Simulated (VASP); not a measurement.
**Be4Se: single point with PBE**

Crystal: Be4Se.

```
Be Se
1.0
     3.99857    0.00000    0.00000
     0.00000    3.99857    0.00000
     0.00000    0.00000    3.99857
Be Se
4 1
Direct
  0.30841 0.30841 0.30841
  0.69159 0.69159 0.30841
  0.69159 0.30841 0.69159
  0.30841 0.69159 0.69159
  0.00000 0.00000 0.00000
```

- Program: VASP 6.6.1
- Task: single point
- Functional: PBE
- Potentials or basis: VASP PAW PBE potentials, release 64 (Be, Se)
- Cutoff: 520 eV
- k mesh: 4 × 4 × 4
- Occupations: gaussian, width 0.1 eV
- Spin: no spin polarisation
- Dipole correction: no
- Further INCAR settings: ALGO = Normal; EDIFF = 1e-06; NBANDS = 15

```json
{
  "Pressure": "0.1 GPa",
  "Largest force": "0.005 eV/Å",
  "Band gap on the k mesh": "zero (band 7 reaches 5.15 eV, above the bottom of band 8 at 1.88 eV)"
}
```

Forces in eV/Å, atoms in the order of the input:
```
Be   0.003  0.003  0.003
Be  -0.003 -0.003  0.003
Be  -0.003  0.003 -0.003
Be   0.003 -0.003 -0.003
Se   0.000  0.000  0.000
```

Levels at points of the mesh, in eV from the Fermi level:
```
           k point  band 5  band 6  band 7  band 8  band 9  band 10
(0.00, 0.00, 0.00)   -4.26   -1.36   -1.36    2.72    2.72     2.72
(0.50, 0.00, 0.00)   -3.77   -2.72    0.31    1.59    1.59     1.59
(0.50, 0.50, 0.00)   -3.58   -0.15   -0.15    0.67    0.79     4.01
(0.50, 0.50, 0.50)   -4.52   -2.96   -2.96   -2.96    7.49     7.49
```

It took 8.5 s on 1 thread of Intel Xeon 6455B, on a shared host, peak memory 0.16 GiB.

Caveat: the k points lie up to 0.39 Å⁻¹ apart.
